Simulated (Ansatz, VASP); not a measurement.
# La: VASP beside Ansatz

INCAR

```
PREC     = Accurate       # precision mode
ENCUT    = 520            # plane-wave cutoff, eV
EDIFF    = 1E-8           # SCF threshold, eV
ISMEAR   = -1             # smearing method
SIGMA    = 0.05           # smearing width, eV
LREAL    = False          # projectors in reciprocal space
LASPH    = True           # aspherical terms in the spheres
NELM     = 100            # most SCF steps
ALGO     = Normal         # electronic algorithm
ISIF     = 2              # what is computed and relaxed
LWAVE    = False          # write WAVECAR
LCHARG   = False          # write CHGCAR
LEFG     = True         
NBANDS   = 18             # bands
```

The input KPOINTS:

```
regular mesh
0
Gamma
  11 11 6
```

The input POSCAR:

```
La
1.0
    3.6993201345      0.0000000000      0.0000000000
   -1.8496600672      3.2037052131      0.0000000000
    0.0000000000      0.0000000000      5.9879629165
La
2
Direct
    0.3333333333      0.6666666667      0.2500000000
    0.6666666667      0.3333333333      0.7500000000
```

Input for Ansatz:

```yaml
crystal:
  lattice:
    - [3.6993201345, 0.0, 0.0]
    - [-1.8496600672, 3.2037052131, 0.0]
    - [0.0, 0.0, 5.9879629165]
  atoms:
    - { symbol: La, position: [0.3333333333, 0.6666666667, 0.25] }
    - { symbol: La, position: [0.6666666667, 0.3333333333, 0.75] }
kpoints:
  mp_grid: { grid: [11, 11, 6] }
scf:
  occupations: { method: fermi_dirac, width: 0.05 }
hamiltonian:
  xc: lda
  pseudopotentials: { kind: paw }
output:
  forces: true
  stress: true
  eigenvalues: true
  efg: { contact_densities: true }
```

Change from the starting cell: functional lda, volume scaled by 0.96, PAW files.

Alike in both runs: task electric field gradients; functional LDA; k mesh 11 × 11 × 6; occupations fermi-dirac, width 0.05 eV; no spin polarisation.

```csv
,VASP,Ansatz
version,VASP 6.6.1,Ansatz 0.2.0
potentials or method,"VASP PAW LDA potentials, release 64 (La)","PAW with Ansatz's default frozen-core files, scalar-relativistic"
plane-wave cutoff (eV),520,420
valence electrons in the cell,22,22
```

|  | VASP | Ansatz | Ansatz less VASP |
| --- | --- | --- | --- |
| pressure (GPa) | -2.2 | -2.1 | +0.06 |
| size of Vzz on the site where it differs most (V/Å²) | 11.8 | 10.4 | -1.41 |

LDA's correlation is that of Perdew and Zunger in VASP and of Perdew and Wang (1992) in Ansatz.

Spin-orbit coupling is off throughout.
